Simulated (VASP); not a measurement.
A run of VASP 6.6.1:

POSCAR

```
CO
1.0
    5.6639354834      0.0000000000      0.0000000000
    0.0000000000      5.6639354834      0.0000000000
    0.0000000000      0.0000000000      5.6639354834
C O
4 4
Direct
    0.9644410114      0.9644410114      0.9644410114
    0.5355589886      0.0355589886      0.4644410114
    0.4644410114      0.5355589886      0.0355589886
    0.0355589886      0.4644410114      0.5355589886
    0.0792260673      0.0792260673      0.0792260673
    0.4207739327      0.9207739327      0.5792260673
    0.5792260673      0.4207739327      0.9207739327
    0.9207739327      0.5792260673      0.4207739327
```

File INCAR.step1:

```
ALGO = Normal ; EDIFF = 1E-5
ENCUT = 910 ; GGA = PE
GGA_COMPAT = F ; ISMEAR = 0
LASPH = T ; LCHARG = F
LREAL = F ; LWAVE = T
NBANDS = 30 ; NELM = 120
PREC = Accurate ; SIGMA = 0.1
```

File INCAR.step2:

```
ALGO = Normal ; EDIFF = 1E-6
ENCUT = 910 ; GGA_COMPAT = F
ISIF = 2 ; ISMEAR = 0
ISTART = 1 ; LASPH = T
LCHARG = F ; LMIXTAU = T
LREAL = F ; LWAVE = F
METAGGA = R2SCAN ; NBANDS = 30
NELM = 120 ; PREC = Accurate
SIGMA = 0.1
```

Contents of KPOINTS:

```
k-points
0
Gamma
  4 4 4
```

Potentials or basis: VASP PAW PBE potentials, release 64 (C_h, O_h).

Command:

```sh
$ cat potpaw_PBE.64/C_h/POTCAR potpaw_PBE.64/O_h/POTCAR > POTCAR
$ cp INCAR.step1 INCAR
$ mpirun -np 1 vasp_std > vasp.out
$ cp INCAR.step2 INCAR
$ mpirun -np 1 vasp_std > vasp.out
```

Hardware: 1 thread of Intel(R) Xeon(R) 6975P-C (Granite Rapids) (shared host).

Q: How long does it take, and how much memory?

A: Wall time 5.2 min on 1 thread of Intel(R) Xeon(R) 6975P-C (Granite Rapids), on a shared host, peak memory 0.5 GiB. Counts: k points 11.
